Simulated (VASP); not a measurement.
Runs of VASP 6.6.1 on Nb. The structure is that of space group Fm-3m (No. 225), or close to it. The cells are those of the table. 

```csv
cell,further INCAR settings,gap on the mesh (eV),pressure (GPa)
"a = 2.992, b = 2.992, c = 3.103 Å, angles 58.8, 58.8, 57.5°, 1 atom",ALGO = Fast; EDIFF = 1e-06; NBANDS = 12,none,-7.4
"a = 2.992, b = 2.992, c = 2.916 Å, angles 60.8, 60.8, 61.7°, 1 atom",ALGO = Fast; EDIFF = 1e-06; NBANDS = 12,none,-7.3
"a = 2.992, b = 2.992, c = 3.085 Å, angles 59.0, 59.0, 57.9°, 1 atom",ALGO = Fast; EDIFF = 1e-07; NBANDS = 12,none,-7.3
"a = 2.991, b = 2.991, c = 3.028 Å, angles 59.6, 59.6, 59.2°, 1 atom",ALGO = Fast; EDIFF = 1e-06; NBANDS = 12,none,(a)
```

Alike in all rows: task single point; level PBEsol; potentials or basis VASP PAW PBE potentials, release 64 (Nb_sv); no spin polarisation; k mesh 20 × 20 × 20; cutoff (eV) 520; smearing gaussian 0.15 eV.

Question: Estimate the missing entries.

Answer: (a) -7.2.

Caveats: the cell stands under tension; the PAW data sets were made with another functional, which shifts forces and pressure a little.

A k mesh can miss the band edges, and the runs leave out spin-orbit coupling on Nb.

A gap of «none» marks levels without a gap at the run's occupations.
